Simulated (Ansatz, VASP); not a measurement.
# SiO2: VASP beside Ansatz

```
Si O
1.0
    -2.63904    2.63904    3.78163
     2.63904   -2.63904    3.78163
     2.63904    2.63904   -3.78163
Si O
2 4
Direct
  0.00000 0.00000 0.00000
  0.75000 0.25000 0.50000
  0.96701 0.62500 0.84201
  0.37500 0.21701 0.34201
  0.78299 0.12500 0.15799
  0.87500 0.03299 0.65799
```

Change from the starting cell: strain +0.050 along x and y, +0.025 along z, atoms carried along.

Alike in both runs: task single point; functional PBE; k mesh 6 × 6 × 6; occupations gaussian, width 0.05 eV; no spin polarisation.

```csv
,VASP,Ansatz
version,VASP 6.6.1,Ansatz 0.2.0
potentials or method,"VASP PAW PBE potentials, release 64 (Si, O), cutoff 520 eV","scalar-relativistic, plane waves, PAW"
valence electrons in the cell,32,32
```

VASP gave:

```
gap on the k mesh at the Fermi level (eV)                     : 4.84
least direct gap on the mesh (eV)                             : 4.84
pressure (GPa)                                                : -14.5
traceless stress, the component that is largest in VASP (GPa) : 1.13
rms of the force components (eV/Å)                            : 0.477
```

Problem. What did Ansatz give for the same quantities?

Solution. gap on the k mesh at the Fermi level (eV): 4.85; least direct gap on the mesh (eV): 4.85; pressure (GPa): -14.5; traceless stress, the component that is largest in VASP (GPa): 1.12; rms of the force components (eV/Å): 0.473.

Atom by atom the forces differ by 0.004 eV/Å (rms over components).
